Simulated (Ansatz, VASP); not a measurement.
# Ge in VASP and in Ansatz

```
Ge
1.0
     2.94753    0.00000    0.00000
    -1.47376    2.55264    0.00000
     0.00000    0.00000    9.42426
Ge
4
Direct
  0.00000 0.00000 0.00000
  0.00000 0.00000 0.50000
  0.33333 0.66667 0.25000
  0.66667 0.33333 0.75000
```

Alike in both runs: task single point; functional PBEsol; k mesh 16 × 16 × 5; occupations fermi-dirac, width 0.1 eV; no spin polarisation.

```csv
,VASP,Ansatz
version,VASP 6.6.1,Ansatz 0.2.0
potentials or method,"VASP PAW PBE potentials, release 64 (Ge_d), cutoff 520 eV","plane waves (420 eV) with PAW, scalar-relativistic"
valence electrons in the cell,56,56
```

|  | VASP | Ansatz | Ansatz less VASP |
| --- | --- | --- | --- |
| pressure (GPa) | 3.6 | 3.3 | -0.26 |
| traceless stress, the component that is largest in VASP (GPa) | 0.73 | 0.73 | +0.001 |

VASP's potentials were made for PBE, not for PBEsol, and Ansatz warns of the same on its side. The functional is the same, so the differences come from potentials, cutoffs and numerics.
